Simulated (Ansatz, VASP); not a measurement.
**One calculation of Al, two programs**

```
CELL_PARAMETERS angstrom
2.87120 0.00000 0.00000
-1.43560 2.48653 0.00000
0.00000 0.00000 9.05690
ATOMIC_POSITIONS crystal
Al 0.00000 0.00000 0.00000
Al 0.33333 0.66667 0.25000
Al 0.00000 0.00000 0.50000
Al 0.66667 0.33333 0.75000
```

Alike in both runs: task single point; functional PBE; dispersion D3(BJ); k mesh 18 × 18 × 6; occupations gaussian, width 0.15 eV; no spin polarisation.

|  | VASP | Ansatz |
| --- | --- | --- |
| version | VASP 6.6.1 | Ansatz 0.2.0 |
| potentials or method | VASP PAW PBE potentials, release 64 (Al), cutoff 520 eV | scalar-relativistic, plane waves, PAW |
| valence electrons in the cell | 12 | 12 |

```tsv
	VASP	Ansatz	Ansatz less VASP
gap on the k mesh at the Fermi level (eV)	none	none	-
pressure (GPa)	-1.5	-1.5	+0.01
traceless stress, the component that is largest in VASP (GPa)	2.17	2.17	-0.001
```

A gap of «none» marks a metal or a gap that the smearing closes.
